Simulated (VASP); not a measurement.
A run of VASP 6.6.1 is set up as follows.

The input INCAR:

```
PREC = Accurate
ENCUT = 520
EDIFF = 1E-6
ISMEAR = 0
SIGMA = 0.05
LREAL = F
LASPH = T
NELM = 100
ALGO = Normal
ISIF = 2
LWAVE = F
LCHARG = F
NBANDS = 16
```

File KPOINTS:

```
regular mesh
0
Gamma
  9 9 6
```

The input POSCAR:

```
AlN
1.0
    3.1658306752      0.0000000000      0.0000000000
   -1.5829153376      2.7416897888      0.0000000000
    0.0000000000      0.0000000000      5.0671738979
Al N
2 2
Direct
    0.3240411434      0.6666666667      0.0015210182
    0.6759588566      0.3333333333      0.5015210182
    0.3416263521      0.6666666667      0.3834789818
    0.6583736479      0.3333333333      0.8834789818
```

Potentials or basis: VASP PAW LDA potentials, release 64 (Al, N).

The run is started by

```bash
$ cat potpaw_LDA.64/Al/POTCAR potpaw_LDA.64/N/POTCAR > POTCAR
$ mpirun -np 1 vasp_std > vasp.out
```

(1) Predict the band gap on the k mesh.

(2) Estimate the largest force.

Answers

(1) 3.77 eV, direct.

(2) 0.163 eV/Å.
